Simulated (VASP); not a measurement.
Here is a VASP 6.6.1 calculation.

Contents of INCAR:

```
PREC = Accurate
ENCUT = 500
EDIFF = 1E-6
ISMEAR = -1
SIGMA = 0.05
LREAL = F
LASPH = T
NELM = 120
ALGO = Normal
ISIF = 2
LWAVE = F
LCHARG = F
NBANDS = 11
GGA_COMPAT = F
```

KPOINTS

```
Automatic mesh
0
Gamma
  6 6 6
```

File POSCAR:

```
Sr
1.0
    2.2960786592      2.2960786592      2.2960786592
   -2.2960786592      2.2960786592      2.2960786592
   -2.2960786592     -2.2960786592      2.2960786592
Sr
1
Direct
    0.0000000000      0.0000000000      0.0000000000
```

Potentials or basis: VASP PAW LDA potentials, release 64 (Sr_sv).

Run with:

```bash
$ cat potpaw_LDA.64/Sr_sv/POTCAR > POTCAR
$ mpirun -np 1 vasp_std > vasp.out
```

Task: Predict the band gap on the k mesh.

Result: Zero (band 5 reaches 2.02 eV, above the bottom of band 6 at 1.54 eV).

Task: What does it give for the pressure?

Result: -0.3 GPa.
